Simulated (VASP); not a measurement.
A run of VASP 6.6.1:

Contents of INCAR:

```
PREC = Accurate ; ENCUT = 520
EDIFF = 1E-6 ; ISMEAR = 0
SIGMA = 0.1 ; LREAL = F
LASPH = T ; NELM = 80
ALGO = Normal ; ISIF = 2
LWAVE = F ; LCHARG = F
GGA = PE ; IVDW = 12
NBANDS = 28
```

File KPOINTS:

```
Automatic mesh
0
Gamma
  1 1 1
```

Contents of POSCAR:

```
PbS
1.0
    2.9838607981     -2.9828938700      0.0000000000
    2.9838607981      2.9828938700      0.0000000000
   -1.0986781904      0.0000000000     11.1678408944
Pb S
2 2
Direct
    0.2263653800      0.2263653800      0.3722110100
    0.7736346200      0.7736346200      0.6277889900
    0.7295120500      0.7295120500      0.3897323800
    0.2704879500      0.2704879500      0.6102676200
```

Potentials or basis: VASP PAW PBE potentials, release 64 (Pb_d, S).

Launch:

```sh
$ cat potpaw_PBE.64/Pb_d/POTCAR potpaw_PBE.64/S/POTCAR > POTCAR
$ mpirun -np 1 vasp_gam > vasp.out
```

Hardware: 1 thread of Intel Xeon 8259CL, with other jobs on the host.

Estimate the wall time of this run.

Wall time 22 s on 1 thread of Intel Xeon 8259CL, on a shared host, peak memory 0.26 GiB. Counts: scf iterations 16, k points 1.
